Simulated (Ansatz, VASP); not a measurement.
**One calculation of SiC, two programs**

```xyz
2
Lattice="0.0000 2.1783 2.1783 2.1783 0.0000 2.1783 2.1783 2.1783 0.0000" Properties=species:S:1:pos:R:3 pbc="T T T"
Si    0.0000    0.0000    0.0000
C     3.2675    3.2675    3.2675
```

Alike in both runs: task relaxation of cell and atoms; functional PBEsol; k mesh 12 × 12 × 12; no spin polarisation.

|  | VASP | Ansatz |
| --- | --- | --- |
| version | VASP 6.6.1 | Ansatz 0.2.0 |
| potentials or method | VASP PAW PBE potentials, release 64 (Si, C), cutoff 600 eV | scalar-relativistic, plane waves, PAW |
| occupations | gaussian, width 0.01 eV | fixed |
| valence electrons in the cell | 8 | 8 |

```tsv
	VASP	Ansatz	Ansatz less VASP
gap on the k mesh at the Fermi level, each at its own relaxed structure (eV)	1.23	1.24	+0.009
relaxed volume (Å³/atom)	10.35	10.34	-0.010
relaxed cell length with the largest relative difference (Å)	3.082	3.081	-0.0010
```

VASP's potentials were made for PBE, not for PBEsol.
